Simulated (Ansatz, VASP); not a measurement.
One calculation of W, two programs

```
W
1.0
     2.73176    0.00000    0.00000
    -0.91059    2.57552    0.00000
     0.00000    0.00000   23.92188
W
5
Direct
  0.50000 0.50000 0.31658
  0.00000 0.00000 0.40655
  0.50000 0.50000 0.50000
  0.00000 0.00000 0.59345
  0.50000 0.50000 0.68342
```

Alike in both runs: functional PBEsol; k mesh 13 × 13 × 1; occupations gaussian, width 0.1 eV; no spin polarisation.

Ansatz relaxed the structure, and its values are those at the end. VASP's run is a single point on that final structure, the one shown.

|  | VASP | Ansatz |
| --- | --- | --- |
| version | VASP 6.6.1 | Ansatz 0.2.0 |
| potentials or method | VASP PAW PBE potentials, release 64 (W_sv), cutoff 520 eV | scalar-relativistic, plane waves, PAW |
| valence electrons in the cell | 70 | 70 |

Ansatz gave:

```
gap on the k mesh at the Fermi level (eV) : none
rms of the force components (eV/Å)        : 0.000
```

Question: What did VASP give for the same quantities?

Answer: gap on the k mesh at the Fermi level (eV): none; rms of the force components (eV/Å): 0.015.

VASP's potentials were made for PBE, not for PBEsol. A gap of «none» marks a metal or a gap that the smearing closes. The functional is the same, so the differences come from potentials, cutoffs and numerics. Ansatz's warnings: xc potential rough in thin density.

Spin-orbit coupling is off throughout.
